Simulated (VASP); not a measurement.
# MgS (P1) in VASP: relaxation of cell and atoms with PBEsol

Aim: the relaxation of cell and atoms of MgS with PBEsol.

All numbers are computed with VASP 6.6.1; they aren't measurements. Logs are shortened: lines on timing, memory, paths and dates and some standing lists are left out, and cuts for length are marked.

## Step 1: The cell of the first run

The typed cell holds 8 atoms: a = 8.079 Å, b = 7.913 Å, c = 4.018 Å, α = 61.08°, β = 59.80°, γ = 59.83°.

## Step 2: Relaxation of cell and atoms, PBEsol

The input, INCAR:

```
SYSTEM = MgS
PREC = Accurate
ENCUT = 600
EDIFF = 1E-7
ISMEAR = -1
SIGMA = 0.05
LREAL = .False.
LASPH = .True.
NELM = 80
ALGO = Normal
ISIF = 3
LWAVE = .False.
LCHARG = .False.
GGA = PS
IBRION = 2
NSW = 100
EDIFFG = -0.01
KPAR = 4
```

The input, KPOINTS:

```
regular mesh
0
Gamma
  6 6 6
  0 0 0
```

The input, POSCAR:

```
MgS
1.0
   -0.0212916855      5.7358288825      5.6896999192
    5.5342999262      0.0121137911      5.6562944426
    2.7990057452      2.8830674851     -0.0257988865
Mg S
4 4
Direct
    0.0076227186     -0.0126906814      0.0146775367
    0.0019724239      0.5042235172     -0.0147549157
    0.5084866217     -0.0242294948      0.0581745972
    0.5029815263      0.5056719104      0.0048971895
    0.1393012216      0.1012742841      0.2454116828
    0.1421648629      0.6008391312      0.2865018909
    0.5762077699      0.1365909290      0.3136032144
    0.6266050953      0.6143075327      0.2371382857
```

Potentials or basis: VASP PAW PBE potentials, release 64 (Mg, S).

Run with:

```console
cat potpaw_PBE.64/Mg/POTCAR potpaw_PBE.64/S/POTCAR > POTCAR
mpirun -np 4 vasp_std > vasp.out
```

OUTCAR:

```text
SYSTEM = MgS
   PREC = Accurate
   ENCUT = 600
   EDIFF = 1E-7
   ISMEAR = -1
   LREAL = .False.
   LASPH = .True.
   NELM = 80
   ISIF = 3
   GGA = PS
   IBRION = 2
   NSW = 100
   EDIFFG = -0.01

 ion  position               nearest neighbor table
   1  0.008  0.987  0.015-   5 2.36   6 2.52   5 2.54   7 2.83
   2  0.002  0.504  0.985-   6 2.31   8 2.47   6 2.55   5 2.62
   3  0.508  0.976  0.058-   7 2.35   8 2.36   5 2.44   7 2.50
   4  0.503  0.506  0.005-   8 2.28   6 2.38   7 2.43   8 2.54
   5  0.139  0.101  0.245-   1 2.36   3 2.44   1 2.54   2 2.62
   6  0.142  0.601  0.287-   2 2.31   4 2.38   1 2.52   2 2.55
   7  0.576  0.137  0.314-   3 2.35   4 2.43   3 2.50   1 2.83
   8  0.627  0.614  0.237-   4 2.28   3 2.36   2 2.47   4 2.54

  LATTYP: Found a triclinic cell.
 ALAT       =     4.0183549952
 B/A-ratio  =     2.8593647856
 C/A-ratio  =     1.9693194431
 COS(alpha) =     0.0029810239
 COS(beta)  =     0.4836491890
 COS(gamma) =     0.7200505586

  Lattice vectors:

 A1 = (   2.7990057452,   2.8830674851,  -0.0257988865)
 A2 = (   0.0424198787,  11.4898500616,  -0.0181922964)
 A3 = (   5.5342999262,   0.0121137911,   5.6562944426)

Analysis of symmetry for initial positions (statically):
=====================================================================
 Subroutine PRICEL returns:
 Original cell was already a primitive cell.

 Routine SETGRP: Setting up the symmetry group for a
 triclinic supercell.

 Subroutine GETGRP returns: Found  1 space group operations
 (whereof  1 operations were pure point group operations)
 out of a pool of  2 trial point group operations.

The static configuration has the point symmetry C_1 .

Analysis of symmetry for dynamics (positions and initial velocities):
=====================================================================
 Subroutine PRICEL returns:
 Original cell was already a primitive cell.

 Routine SETGRP: Setting up the symmetry group for a
 triclinic supercell.

 Subroutine GETGRP returns: Found  1 space group operations
 (whereof  1 operations were pure point group operations)
 out of a pool of  2 trial point group operations.

The dynamic configuration has the point symmetry C_1 .

 Subroutine INISYM returns: Found  1 space group operations
 (whereof  1 operations are pure point group operations),
 and found     1 'primitive' translations

----------------------------------------------------------------------------------------

                                     Primitive cell

  volume of cell :     182.5664

  direct lattice vectors                    reciprocal lattice vectors
    -0.021291686  5.735828882  5.689699919    -0.089325264  0.087501206  0.087211307
     5.534299926  0.012113791  5.656294443     0.090661632 -0.087228287  0.088274755
     2.799005745  2.883067485 -0.025798886     0.177330631  0.173136675 -0.173876775

  length of vectors
     8.079162795  7.913424621  4.018354995     0.152450897  0.153690396  0.302746749

  position of ions in fractional coordinates (direct lattice)
     0.007622719  0.987309319  0.014677537
     0.001972424  0.504223517  0.985245084
     0.508486622  0.975770505  0.058174597
     0.502981526  0.505671910  0.004897189
     0.139301222  0.101274284  0.245411683
     0.142164863  0.600839131  0.286501891
     0.576207770  0.136590929  0.313603214
     0.626605095  0.614307533  0.237138286

  ion indices of the primitive-cell ions
   primitive index   ion index
                 1           1
                 2           2
                 3           3
                 4           4
                 5           5
                 6           6
                 7           7
                 8           8

----------------------------------------------------------------------------------------

 KPOINTS: regular mesh

Automatic generation of k-mesh.
 Grid dimensions read from file:
 generate k-points for:    6    6    6

 Generating k-lattice:

  Cartesian coordinates                     Fractional coordinates (reciprocal lattice)
    -0.014887544  0.014583534  0.014535218     0.166666667  0.000000000  0.000000000
     0.015110272 -0.014538048  0.014712459    -0.000000000  0.166666667  0.000000000
     0.029555105  0.028856113 -0.028979463     0.000000000 -0.000000000  0.166666667

  Length of vectors
     0.025408483  0.025615066  0.050457791

  Shift w.r.t. Gamma in fractional coordinates (k-lattice)
     0.000000000  0.000000000  0.000000000

 Subroutine IBZKPT returns following result:
 ===========================================

 Found    112 irreducible k-points:

 Following reciprocal coordinates:
            Coordinates               Weight
  0.000000  0.000000  0.000000      1.000000
  0.166667  0.000000  0.000000      2.000000
  0.333333  0.000000  0.000000      2.000000
  0.500000  0.000000 -0.000000      1.000000
 -0.000000  0.166667  0.000000      2.000000
  0.166667  0.166667  0.000000      2.000000
[... 16 lines left out ...]
  0.333333 -0.000000  0.166667      2.000000
  0.500000 -0.000000  0.166667      2.000000
 [... further k-points ...]
   k-points           NKPTS =    112   k-points in BZ     NKDIM =    112   number of bands    NBANDS=     21
   number of dos      NEDOS =    301   number of ions     NIONS =      8
   total plane-waves  NPLWV = 143360
   dimension x,y,z NGX =    70 NGY =   64 NGZ =   32
   dimension x,y,z NGXF=   140 NGYF=  128 NGZF=   64
   ions per type =               4   4
   NGX,Y,Z   is equivalent  to a cutoff of  14.40, 13.45, 13.24 a.u.
   NGXF,Y,Z  is equivalent  to a cutoff of  28.81, 26.89, 26.48 a.u.
 SYSTEM =  MgS
   PREC   = accura    normal or accurate (medium, high low for compatibility)
   ISTART =      0    job   : 0-new  1-cont  2-samecut
   ICHARG =      2    charge: 1-file 2-atom 10-const
   ISPIN  =      1    spin polarized calculation?
   LNONCOLLINEAR =      F non collinear calculations
   LSORBIT =      F    spin-orbit coupling
   LASPH  =      T    aspherical Exc in radial PAW
   ENCUT  =  600.0 eV  44.10 Ry    6.64 a.u.  16.14 15.81  8.03*2*pi/ulx,y,z
   NELM   =     80;   NELMIN=  2; NELMDL= -5     # of ELM steps
   EDIFF  = 0.1E-06   stopping-criterion for ELM
   LREAL  =      F    real-space projection
   EDIFFG = -.1E-01   stopping-criterion for IOM
   NSW    =    100    number of steps for IOM
   IBRION =      2    ionic relax: 0-MD 1-quasi-New 2-CG
   NFREE  =      1    steps in history (QN), initial steepest desc. (CG)
   ISIF   =      3    stress and relaxation
   ISYM   =      2    0-nonsym 1-usesym 2-fastsym
   POTIM  = 0.5000    time-step for ionic-motion
   TEBEG  =    0.0;   TEEND  =   0.0 temperature during run
   PSTRESS=    0.0 pullay stress
   NELECT =      32.0000    total number of electrons
   NUPDOWN=      -1.0000    fix difference up-down
   EMIN   =  10.00;   EMAX   =-10.00  energy-range for DOS
   EFERMI =   0.00;   METHOD = LEGACY
   ISMEAR =    -1;   SIGMA  =   0.05  broadening in eV -4-tet -1-fermi 0-gaus
   EFERMI_NEDOS =   21; number of points for ismear=-14 and -15
   IALGO  =     38    algorithm
   IMIX   =      4    mixing-type and parameters
     AMIX     =   0.40;   BMIX     =  1.00
     AMIX_MAG =   1.60;   BMIX_MAG =  1.00
  volume/ion in A,a.u.               =      22.82       154.00
  Fermi-wavevector in a.u.,A,eV,Ry     =   0.916188  1.731344 11.420734  0.839400
  Thomas-Fermi vector in A             =   2.041015
   LORBIT       =      0    0 simple, 1 ext, 2 COOP (PROOUT), +10 PAW based schemes
   GGA     = PS    functional components
   LHFCALC =     F    Hartree Fock is set to
   AEXX    =    0.0000 exact exchange contribution
   IVDW    =     0    specifies the selected vdW correction
   LEPSILON=     F    determine dielectric tensor
   LRPA    =     F    only Hartree local field effects (RPA)
 conjugate gradient relaxation of ions
 non-spin polarized calculation
  energy-cutoff  :      600.00
  volume of cell :      182.57
 maximum number of plane-waves:      6118
 NGX is ok and might be reduce to    70
   NGX = 33   NGY = 31   NGZ = 17

--------------------------------------- Ionic step        1  -------------------------------------------

 number of electron      32.0000000 magnetization

 Free energy of the ion-electron system (eV)
  ---------------------------------------------------
  ext. energy  EPLUGINS =         0.00000000
  ---------------------------------------------------
  free energy    TOTEN  =       -34.91208617 eV

  energy without entropy =      -34.91208617  energy(sigma->0) =      -34.91208617

------------------------ aborting loop because EDIFF is reached ----------------------------------------

  FORCE on cell =-STRESS in cart. coord.  units (eV):
  Direction    XX          YY          ZZ          XY          YZ          ZX
  --------------------------------------------------------------------------------------
  -------------------------------------------------------------------------------------
  Total        0.8477366     -0.2771815      0.6192904      1.1904247      1.2521237      1.5100958
  in kB        7.4396193     -2.4325062      5.4348063     10.4470018     10.9884637     13.2523910
  external PRESSURE =       3.4806398 kB  Pullay stress =       0.0000000 kB
[... 107 lines left out ...]
  FREE ENERGIE OF THE ION-ELECTRON SYSTEM (eV)
  ---------------------------------------------------
  free  energy   TOTEN  =       -35.4457356484 eV

  energy  without entropy=      -35.4457356484  energy(sigma->0) =      -35.44573565

[... ionic steps 4 to 23 ...]

--------------------------------------- Ionic step       24  -------------------------------------------

 number of electron      31.9999999 magnetization

------------------------ aborting loop because EDIFF is reached ----------------------------------------

  FORCE on cell =-STRESS in cart. coord.  units (eV):
  Direction    XX          YY          ZZ          XY          YZ          ZX
  --------------------------------------------------------------------------------------
  -------------------------------------------------------------------------------------
  Total        0.0239048     -0.0108898     -0.0373952     -0.0082245      0.0076974     -0.0036384
  in kB        0.2123638     -0.0967416     -0.3322085     -0.0730644      0.0683815     -0.0323226
  external PRESSURE =      -0.0721954 kB  Pullay stress =       0.0000000 kB
[... 69 lines left out ...]
  energy  without entropy=      -35.6720404819  energy(sigma->0) =      -35.67204048

--------------------------------------- Ionic step       26  -------------------------------------------

 number of electron      31.9999999 magnetization

 Free energy of the ion-electron system (eV)
  ---------------------------------------------------
  ext. energy  EPLUGINS =         0.00000000
  ---------------------------------------------------
  free energy    TOTEN  =       -35.67207872 eV

  energy without entropy =      -35.67207872  energy(sigma->0) =      -35.67207872

 E-fermi :   2.1425     XC(G=0):  -8.6017

 val. band max:        1.0455380126   @ k =   0.0000   0.0000   0.0000
 cond. band min:       4.3689184372   @ k =   0.0000   0.0000   0.0000
 fundamental gap:      3.3233804247
 Fermi energy:         2.1424649908

 k-point     1 :       0.0000    0.0000    0.0000
  band No.  band energies     occupation
      1     -10.2493      2.00000
      2      -9.5458      2.00000
      3      -9.5453      2.00000
      4      -9.3208      2.00000
      5      -2.1640      2.00000
      6      -2.1633      2.00000
[... 550 lines left out ...]
      5      -1.5174      2.00000
      6      -1.4057      2.00000
[... 13 lines left out ...]
     20       7.2500      0.00000
     21       7.5736      0.00000

 [... further k-points ...]
[... 5 lines left out ...]
  --------------------------------------------------------------------------------------
  -------------------------------------------------------------------------------------
  Total        0.0246216     -0.0041629     -0.0262010     -0.0017509      0.0034307     -0.0024676
  in kB        0.2187508     -0.0369850     -0.2327825     -0.0155562      0.0304805     -0.0219232
  external PRESSURE =      -0.0170056 kB  Pullay stress =       0.0000000 kB
[... 23 lines left out ...]
  FREE ENERGIE OF THE ION-ELECTRON SYSTEM (eV)
  ---------------------------------------------------
  free  energy   TOTEN  =       -35.6720787215 eV

  energy  without entropy=      -35.6720787214  energy(sigma->0) =      -35.67207872

 reached required accuracy - stopping structural energy minimisation
```

Wall time 73 min (4 MPI ranks of Oxide Virtual Turin-like, shared host); peak memory 0.7 GiB.

Results:

* Free energy: -35.6721 eV
* Relaxed volume: 22.54 Å³/atom
* Relaxed cell: a = 7.994 Å, b = 7.990 Å, c = 3.994 Å, α = 60.05°, β = 59.98°, γ = 59.93°
* Space group after relaxing (to 0.1 Å): F-43m (No. 216)
* Energy gained by relaxing: 95.0 meV/atom
* Ionic steps: 26
* Pressure after relaxing: 0.0 GPa
* Largest force after relaxing: 0.006 eV/Å
* Band gap on the k mesh: 3.32 eV

Forces in eV/Å, atoms in the order of the input:
```
Mg   0.000 -0.003 -0.002
Mg   0.002  0.003 -0.004
Mg  -0.001  0.002 -0.001
Mg  -0.002 -0.004 -0.002
S    0.000  0.000  0.003
S    0.001 -0.001  0.002
S    0.001  0.001  0.003
S   -0.001  0.003  0.002
```

Step by step:
```csv
step,energy change (eV),largest force (eV/Å),pressure (GPa),volume (Å³)
1,0.0000,1.5524,0.35,182.57
2,-0.4449,1.2405,-0.86,183.84
3,-0.5336,1.0633,-1.16,184.82
4,-0.6915,0.4987,0.06,180.18
5,-0.6999,0.4307,0.47,178.93
6,-0.7358,0.2074,-0.17,180.70
7,-0.7384,0.1682,-0.37,181.33
8,-0.7457,0.1004,0.08,179.91
9,-0.7458,0.1050,0.12,179.80
10,-0.7489,0.0814,0.05,180.04
11,-0.7535,0.1122,-0.15,180.73
12,-0.7559,0.0622,0.04,180.17
13,-0.7561,0.0498,0.11,179.95
14,-0.7576,0.0431,0.04,180.17
15,-0.7581,0.0678,-0.01,180.35
16,-0.7588,0.0324,-0.01,180.36
17,-0.7590,0.0361,-0.01,180.36
18,-0.7593,0.0232,0.02,180.26
19,-0.7593,0.0222,0.01,180.27
20,-0.7595,0.0195,0.00,180.33
21,-0.7596,0.0289,-0.02,180.40
22,-0.7598,0.0191,0.01,180.28
23,-0.7598,0.0184,0.05,180.18
24,-0.7600,0.0104,-0.01,180.35
25,-0.7600,0.0107,-0.01,180.36
26,-0.7600,0.0055,0.00,180.33
```

Final structure:
```
Mg S
1.0
     0.00360    5.64999    5.65580
     5.64375   -0.00075    5.65511
     2.82261    2.82574    0.00012
Mg S
4 4
Cartesian
  5.6432 0.0561 5.6065
  2.8200 0.0533 2.7800
  5.6455 2.8783 8.4346
  2.8227 2.8815 5.6079
  1.4122 1.4677 1.3643
  4.2309 1.4672 4.1927
  1.4121 4.2928 4.1924
  4.2354 4.2921 7.0209
```

Levels at points of the mesh, in eV from the valence-band top:
```tsv
k point	band 13	band 14	band 15	band 16	band 17	band 18	band 19	band 20
(0.00, 0.00, 0.00)	-0.33	-0.01	-0.01	0.00	3.32	3.70	5.01	5.01
(0.50, 0.00, 0.00)	-0.19	-0.18	-0.18	-0.18	4.86	4.86	5.06	5.06
(0.00, 0.50, 0.00)	-0.18	-0.18	-0.18	-0.18	4.86	4.86	5.06	5.06
(0.50, 0.50, 0.00)	-0.58	-0.58	-0.36	-0.36	5.02	5.02	6.28	6.28
(0.00, 0.00, 0.50)	-0.34	-0.34	-0.33	-0.33	3.70	3.70	5.02	5.02
(0.50, 0.00, 0.50)	-0.74	-0.74	-0.73	-0.73	5.06	5.06	5.06	5.06
(0.00, 0.50, 0.50)	-0.74	-0.74	-0.73	-0.73	5.06	5.06	5.06	5.06
(0.50, 0.50, 0.50)	-1.37	-1.37	-0.35	-0.35	5.38	5.38	6.28	6.28
```

Caveat: the structure was generated, so it needn't be the stable form of MgS; the PAW data sets were made with another functional, which shifts forces and pressure a little.
